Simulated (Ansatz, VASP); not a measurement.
## Two plane-wave programs on HfB2

```
CELL_PARAMETERS angstrom
3.12766 0.00000 0.00000
-1.56383 2.70864 0.00000
0.00000 0.00000 3.44628
ATOMIC_POSITIONS crystal
Hf 0.00000 0.00000 0.00000
B 0.33333 0.66667 0.50000
B 0.66667 0.33333 0.50000
```

Alike in both runs: functional PBEsol; k mesh 21 × 21 × 16; occupations gaussian, width 0.1 eV; no spin polarisation.

Ansatz relaxed the structure, and its values are those at the end. VASP's run is a single point on that final structure, the one shown.

|  | VASP | Ansatz |
| --- | --- | --- |
| version | VASP 6.6.1 | Ansatz 0.2.0 |
| potentials or method | VASP PAW PBE potentials, release 64 (Hf_pv, B) | scalar-relativistic, plane waves, PAW |
| plane-wave cutoff (eV) | 520 | 420 |
| valence electrons in the cell | 16 | 32 |

```csv
,VASP,Ansatz,Ansatz less VASP
gap on the k mesh at the Fermi level (eV),none,none,-
pressure (GPa),-0.1,0.0,+0.04
```

VASP's potentials were made for PBE, not for PBEsol. A gap of «none» marks a metal or a gap that the smearing closes. VASP's potentials hold 16 valence electrons a cell and Ansatz's 32, so a difference there can come from the potentials and not from the codes.

Neither program's run includes spin-orbit coupling.
